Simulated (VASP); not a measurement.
A run of VASP 6.6.1:

Contents of POSCAR:

```
CdS
1.0
    4.1646012771      0.0000000000      0.0000000000
   -2.0823006386      3.6066505026      0.0000000000
    0.0000000000      0.0000000000      6.7660104931
Cd S
2 2
Direct
    0.3333333333      0.6666666667     -0.0009631163
    0.6666666667      0.3333333333      0.4990368837
    0.3333333333      0.6666666667      0.3759631163
    0.6666666667      0.3333333333      0.8759631163
```

INCAR.step1

```
PREC = Accurate
ENCUT = 520
ISMEAR = 0
SIGMA = 0.01
LREAL = False
LASPH = True
NELM = 60
NBANDS = 26
GGA = PE
ALGO = Normal
EDIFF = 1E-4
LWAVE = True
LCHARG = False
```

File INCAR.step2:

```
PREC = Accurate
ENCUT = 520
EDIFF = 1E-6
ISMEAR = 0
SIGMA = 0.01
LREAL = False
LASPH = True
NELM = 60
ALGO = Normal
ISIF = 2
LWAVE = False
LCHARG = False
METAGGA = R2SCAN
LMIXTAU = True
NBANDS = 26
ISTART = 1
```

KPOINTS

```
regular mesh
0
Gamma
  6 6 4
```

Potentials or basis: VASP PAW PBE potentials, release 64 (Cd, S).

Run with:

```bash
$ cat potpaw_PBE.64/Cd/POTCAR potpaw_PBE.64/S/POTCAR > POTCAR
$ cp INCAR.step1 INCAR
$ mpirun -np 1 vasp_std > vasp.out
$ cp INCAR.step2 INCAR
$ mpirun -np 1 vasp_std > vasp.out
```

Hardware: 1 thread of Intel Xeon 8259CL, on a shared host.

Estimate the wall time of this run.

Wall time 3.9 min on 1 thread of Intel Xeon 8259CL, with other jobs on the host, peak memory 0.25 GiB. Counts: k points 21.
